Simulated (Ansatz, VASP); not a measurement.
C in VASP and in Ansatz

```
CELL_PARAMETERS angstrom
0.00000 1.80655 1.80655
1.80655 0.00000 1.80655
1.80655 1.80655 0.00000
ATOMIC_POSITIONS crystal
C 0.75000 0.75000 0.75000
C 0.50000 0.50000 0.50000
```

Alike in both runs: task single point; functional PBE; k mesh 16 × 16 × 16; occupations gaussian, width 0.05 eV; no spin polarisation.

|  | VASP | Ansatz |
| --- | --- | --- |
| version | VASP 6.6.1 | Ansatz 0.2.0 |
| potentials or method | VASP PAW PBE potentials, release 64 (C), cutoff 600 eV | scalar-relativistic, plane waves, PAW |
| valence electrons in the cell | 8 | 8 |

Ansatz gave:

| Item | Value |
| --- | --- |
| gap on the k mesh at the Fermi level (eV) | 4.06 |
| least direct gap on the mesh (eV) | 5.49 |
| pressure (GPa) | -14.1 |

Question: Which values does VASP return?

Answer: gap on the k mesh at the Fermi level (eV): 4.05; least direct gap on the mesh (eV): 5.48; pressure (GPa): -14.2.
